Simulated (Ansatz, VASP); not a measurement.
# One calculation of Pt3Pb, two programs

INCAR

```
ALGO = Normal
EDIFF = 1E-6
ENCUT = 520
ISIF = 2
ISMEAR = -1
LASPH = T
LCHARG = T
LELF = T
LREAL = F
LVHAR = T
LWAVE = F
NBANDS = 30
NELM = 100
PREC = Accurate
SIGMA = 0.03
```

File KPOINTS:

```
k-points
0
Gamma
  9 9 9
```

The input POSCAR:

```
Pt3Pb
1.0
    4.0580000000      0.0000000000      0.0000000000
    0.0000000000      4.0580000000      0.0000000000
    0.0000000000      0.0000000000      3.9768400000
Pt Pb
3 1
Direct
    0.0000000000      0.5000000000      0.5000000000
    0.5000000000      0.0000000000      0.5000000000
    0.5000000000      0.5000000000      0.0000000000
    0.0000000000      0.0000000000      0.0000000000
```

Input for Ansatz:

```yaml
crystal:
  lattice:
    - [4.058, 0.0, 0.0]
    - [0.0, 4.058, 0.0]
    - [0.0, 0.0, 3.97684]
  atoms:
    - { symbol: Pt, position: [0.0, 0.5, 0.5] }
    - { symbol: Pt, position: [0.5, 0.0, 0.5] }
    - { symbol: Pt, position: [0.5, 0.5, 0.0] }
    - { symbol: Pb, position: [0.0, 0.0, 0.0] }
kpoints:
  mp_grid: { grid: [9, 9, 9] }
  band_path:
    path:
      - [0.0, 0.0, 0.0]
      - [0.0, 0.5, 0.0]
      - [0.5, 0.5, 0.0]
      - [0.0, 0.0, 0.0]
      - [0.0, 0.0, 0.5]
      - [0.0, 0.5, 0.5]
      - [0.5, 0.5, 0.5]
      - [0.0, 0.0, 0.5]
      - [0.0, 0.5, 0.0]
    npoints: 5
scf:
  occupations: { method: fermi_dirac, width: 0.03 }
hamiltonian:
  xc: lda
  pseudopotentials: { kind: all_electron, lapw: { basis_error: 0.001 } }
output:
  forces: true
  stress: true
  eigenvalues: true
```

Change from the starting cell: zz strain of -2 %.

Alike in both runs: task single point; functional LDA; k mesh 9 × 9 × 9; occupations fermi-dirac, width 0.03 eV; no spin polarisation.

```csv
,VASP,Ansatz
version,VASP 6.6.1,Ansatz 0.2.0
potentials or method,"VASP PAW LDA potentials, release 64 (Pt, Pb_d), cutoff 520 eV","all-electron LAPW, scalar-relativistic"
```

Ansatz gave:

```
pressure (GPa)                                                : 1.5
traceless stress, the component that is largest in VASP (GPa) : 1.15
```

**Question.** What did VASP give for the same quantities?

**Answer.** Pressure (GPa): 2.3; traceless stress, the component that is largest in VASP (GPa): 1.18.

LDA's correlation is that of Perdew and Zunger in VASP and of Perdew and Wang (1992) in Ansatz. Ansatz ran all-electron here, and VASP with PAW potentials.

Neither program's run includes spin-orbit coupling.
